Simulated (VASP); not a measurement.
PbS:

```
Pb S
1.0
     6.00804    0.00000    6.00804
     6.00804    6.00804    0.00000
     0.00000    6.00804    6.00804
Pb S
8 8
Direct
  0.96390 0.01446 0.99197
  0.99673 0.51352 0.98879
  0.47668 0.00248 0.02763
  0.51548 0.50278 0.99932
  0.97809 0.01181 0.51013
  0.02672 0.49577 0.49387
  0.50693 0.98810 0.48534
  0.51571 0.50361 0.46811
  0.24828 0.33885 0.20873
  0.25529 0.72446 0.26132
  0.77170 0.25292 0.25338
  0.73251 0.72120 0.28038
  0.25373 0.22505 0.73962
  0.20118 0.79732 0.75307
  0.73144 0.23170 0.76770
  0.74984 0.75901 0.74792
```

This cell differs from its parent crystal: dynamics (nvt langevin) at 1200 K, volume x 1.04, from the last frame before.

Base run:

- Program: VASP 6.6.1
- Functional: PBE
- Dispersion: D3(BJ)
- Potentials or basis: VASP PAW PBE potentials, release 64 (Pb_d, S)
- Cutoff: 400 eV
- k mesh: 2 × 2 × 2, shifted
- Occupations: fermi-dirac, width 0.1034 eV
- Spin: no spin polarisation

Its results: band gap on the k mesh 1.42 eV; pressure 0.0 GPa; largest force 1.814 eV/Å.

Problem. The run is repeated on the same cell with these changes: cutoff from 400 eV to 520 eV; further incar settings from LREAL = Auto; ALGO = Normal; EDIFF = 1e-06; NBANDS = 94; ISYM = -1 to LREAL = Auto; ALGO = Normal; EDIFF = 1e-07; NBANDS = 94. What comes out?

Solution. Band gap on the k mesh 1.26 eV; pressure 0.0 GPa; largest force 1.795 eV/Å.

Caveats: the atoms stand as in a frame of molecular dynamics; spin-orbit coupling is left out, which moves the levels of the heavy elements; a shifted mesh leaves out Γ, where band edges can lie; forces of over 1 eV/Å act on the atoms, so gaps and moduli don't describe the material at rest.

A k mesh can miss the band edges.
